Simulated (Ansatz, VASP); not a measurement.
**BaTiO3 in VASP and in Ansatz**

```
Ba Ti O
1.0
     2.86307   -1.65299   -2.35630
     0.00000    3.30599   -2.35630
    10.71612    6.18695    8.79179
Ba Ti O
3 3 9
Direct
  0.99217 0.99217 0.73769
  0.99426 0.99426 0.20278
  0.99321 0.99321 0.47024
  0.48053 0.48053 0.07286
  0.47949 0.47949 0.34032
  0.47844 0.47844 0.60777
  0.51135 0.02198 0.06463
  0.51031 0.02094 0.33208
  0.50927 0.01989 0.59953
  0.02198 0.51135 0.06463
  0.02094 0.51031 0.33208
  0.01989 0.50927 0.59953
  0.51084 0.51084 0.19551
  0.50980 0.50980 0.46297
  0.50876 0.50876 0.73042
```

Alike in both runs: task single point; functional PBE; k mesh 6 × 6 × 2; occupations gaussian, width 0.05 eV; no spin polarisation.

```csv
,VASP,Ansatz
version,VASP 6.6.1,Ansatz 0.2.0
potentials or method,"VASP PAW PBE potentials, release 64 (Ba_sv, Ti_sv, O), cutoff 520 eV","scalar-relativistic, plane waves, PAW"
valence electrons in the cell,120,120
```

|  | VASP | Ansatz | Ansatz less VASP |
| --- | --- | --- | --- |
| gap on the k mesh at the Fermi level (eV) | 0.14 | 0.15 | +0.006 |
| least direct gap on the mesh (eV) | 1.07 | 1.07 | +0.001 |
| pressure (GPa) | -1.7 | -2.9 | -1.16 |
| traceless stress, the component that is largest in VASP (GPa) | 0.45 | 0.54 | +0.090 |
| rms of the force components (eV/Å) | 0.433 | 0.431 | -0.0024 |

Atom by atom the forces differ by 0.045 eV/Å (rms over components).

Spin-orbit coupling is off throughout.
